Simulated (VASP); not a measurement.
# GaP (F-43m) in VASP: notebook, part 2 of 2

VASP 6.6.1.

## 5. Single point, r2SCAN

Input file POSCAR:

```
GaP
1.0
    0.0000000000      2.7254102088      2.7254102088
    2.7254102088      0.0000000000      2.7254102088
    2.7254102088      2.7254102088      0.0000000000
Ga P
1 1
Direct
    0.0000000000      0.0000000000      0.0000000000
    0.2500000000      0.2500000000      0.2500000000
```

Input file INCAR.step1:

```
SYSTEM = GaP
PREC = Accurate
ENCUT = 520
ISMEAR = 1
SIGMA = 0.05
LREAL = .False.
LASPH = .True.
NELM = 80
NBANDS = 16
GGA = PE
ALGO = Normal
EDIFF = 1E-4
LWAVE = .True.
LCHARG = .False.
```

Input file INCAR.step2:

```
SYSTEM = GaP
PREC = Accurate
ENCUT = 520
EDIFF = 1E-6
ISMEAR = 1
SIGMA = 0.05
LREAL = .False.
LASPH = .True.
NELM = 80
ALGO = Normal
ISIF = 2
LWAVE = .False.
LCHARG = .False.
METAGGA = R2SCAN
LMIXTAU = .True.
NBANDS = 16
ISTART = 1
```

Input file KPOINTS:

```
Automatic mesh
0
Gamma
  6 6 6
  0 0 0
```

Potentials or basis: VASP PAW PBE potentials, release 64 (Ga_d, P).

Started as:

```console
$ cat potpaw_PBE.64/Ga_d/POTCAR potpaw_PBE.64/P/POTCAR > POTCAR
$ cp INCAR.step1 INCAR
$ mpirun -np 1 vasp_std > vasp.out
$ cp INCAR.step2 INCAR
$ mpirun -np 1 vasp_std > vasp.out
```

OUTCAR:

```text
SYSTEM = GaP
   PREC = Accurate
   ENCUT = 520
   EDIFF = 1E-6
   ISMEAR = 1
   LREAL = .False.
   LASPH = .True.
   NELM = 80
   ISIF = 2
   METAGGA = R2SCAN
   ISTART = 1

 ion  position               nearest neighbor table
   1  0.000  0.000  0.000-   2 2.36   2 2.36   2 2.36   2 2.36
   2  0.250  0.250  0.250-   1 2.36   1 2.36   1 2.36   1 2.36

  LATTYP: Found a face centered cubic cell.
 ALAT       =     5.4508204176

  Lattice vectors:

 A1 = (   0.0000000000,   2.7254102088,   2.7254102088)
 A2 = (   2.7254102088,   0.0000000000,   2.7254102088)
 A3 = (   2.7254102088,   2.7254102088,   0.0000000000)

Analysis of symmetry for initial positions (statically):
=====================================================================
 Subroutine PRICEL returns:
 Original cell was already a primitive cell.

 Routine SETGRP: Setting up the symmetry group for a
 face centered cubic supercell.

 Subroutine GETGRP returns: Found 24 space group operations
 (whereof 24 operations were pure point group operations)
 out of a pool of 48 trial point group operations.

The static configuration has the point symmetry T_d .
[... 150 lines left out ...]

  energy without entropy =      -21.45100772  energy(sigma->0) =      -21.45098088

 E-fermi :   4.5076     XC(G=0): -10.5459

 val. band max:        4.4655623315   @ k =   0.0000   0.0000   0.0000
 cond. band min:       6.3749387089   @ k =   0.5000   0.5000   0.0000
 fundamental gap:      1.9093763773
 Fermi energy:         4.5076491431

 k-point     1 :       0.0000    0.0000    0.0000
  band No.  band energies     occupation
      1     -10.5296      2.00000
      2     -10.5296      2.00000
      3     -10.5295      2.00000
      4     -10.4160      2.00000
      5     -10.4160      2.00000
      6      -8.5550      2.00000
[... 281 lines left out ...]
      3     -10.4639      2.00000
      4     -10.4384      2.00000
      5     -10.4018      2.00000
      6      -5.3875      2.00000
[... 8 lines left out ...]
     15      17.0455      0.00000
     16      18.8508      0.00000

------------------------ aborting loop because EDIFF is reached ----------------------------------------

  FORCE on cell =-STRESS in cart. coord.  units (eV):
  Direction    XX          YY          ZZ          XY          YZ          ZX
  --------------------------------------------------------------------------------------
  -------------------------------------------------------------------------------------
  Total        0.0004297      0.0004297      0.0004297      0.0000000      0.0000000     -0.0000000
  in kB        0.0170032      0.0170032      0.0170032      0.0000000      0.0000000     -0.0000000
  external PRESSURE =       0.0170032 kB  Pullay stress =       0.0000000 kB

 VOLUME and BASIS-vectors are now :
 -----------------------------------------------------------------------------
  energy-cutoff  :      520.00
  volume of cell :       40.49
      direct lattice vectors                 reciprocal lattice vectors
     0.000000000  2.725410209  2.725410209    -0.183458622  0.183458622  0.183458622
     2.725410209  0.000000000  2.725410209     0.183458622 -0.183458622  0.183458622
     2.725410209  2.725410209  0.000000000     0.183458622  0.183458622 -0.183458622

 POSITION                                       TOTAL-FORCE (eV/Angst)
 -----------------------------------------------------------------------------------
      0.00000      0.00000      0.00000         0.000000     -0.000000      0.000000
      1.36271      1.36271      1.36271        -0.000000      0.000000     -0.000000
 -----------------------------------------------------------------------------------
    total drift:                                0.000010      0.000010      0.000010

  FREE ENERGIE OF THE ION-ELECTRON SYSTEM (eV)
  ---------------------------------------------------
  free  energy   TOTEN  =       -21.4509674616 eV

  energy  without entropy=      -21.4510077249  energy(sigma->0) =      -21.45098088
```

OUTCAR.step1:

```text
SYSTEM = GaP
   PREC = Accurate
   ENCUT = 520
   ISMEAR = 1
   LREAL = .False.
   LASPH = .True.
[... 515 lines left out ...]
      0.00000      0.00000      0.00000         0.000000      0.000000      0.000000
      1.36271      1.36271      1.36271        -0.000000     -0.000000     -0.000000
 -----------------------------------------------------------------------------------
    total drift:                                0.000002      0.000002      0.000002

  FREE ENERGIE OF THE ION-ELECTRON SYSTEM (eV)
  ---------------------------------------------------
  free  energy   TOTEN  =        -9.1023638087 eV

  energy  without entropy=       -9.1024040719  energy(sigma->0) =       -9.10237723
```

Run time: 30 s. Hardware: 1 thread of Intel Xeon 6975P-C (Granite Rapids), shared host; peak memory 0.17 GiB.

What came out:

```
Free energy            : -21.4510 eV
Pressure               : 0.0 GPa
Band gap on the k mesh : 1.91 eV, indirect (least direct gap 2.34 eV)
```

Caveat: the PAW data sets were made with another functional, which shifts forces and pressure a little.

## 6. Summary

| k mesh | smearing | gap on the mesh (eV) | pressure (GPa) |
| --- | --- | --- | --- |
| 2 × 2 × 2 | gaussian 0.01 eV | 1.67 | 7.0 |
| 4 × 4 × 4 | gaussian 0.01 eV | 1.88 | 0.4 |
| 6 × 6 × 6 | gaussian 0.01 eV | 1.91 | 0.0 |
| 6 × 6 × 6 | methfessel-paxton 0.05 eV | 1.91 | 0.0 |

Alike in all rows: task single point; level r2SCAN; potentials or basis VASP PAW PBE potentials, release 64 (Ga_d, P); no spin polarisation; cell as given; cutoff (eV) 520.

Caveats: some runs use coarse meshes; the PAW data sets were made with another functional, which shifts forces and pressure a little.

Absolute energies hang on the potentials; compare differences alone.

## 7. How close it comes

Step 4. A measured gap of GaP is 2.34 eV (indirect; 10 K; quoted in “Stacking defects in GaP nanowires: Electronic structure and optical properties”, 2018, arxiv:1810.01194); the calculated 1.91 eV misses it by -0.43 eV. Spin-orbit coupling on Ga is left out. The value is that of r2SCAN on a finite k mesh, which can miss the band edges, without temperature or zero-point motion.

Step 5. A measured gap of GaP is 2.34 eV (indirect; 10 K; quoted in “Stacking defects in GaP nanowires: Electronic structure and optical properties”, 2018, arxiv:1810.01194); the calculated 1.91 eV misses it by -0.43 eV. Spin-orbit coupling on Ga is left out. The value is that of r2SCAN on a finite k mesh, which can miss the band edges, without temperature or zero-point motion.
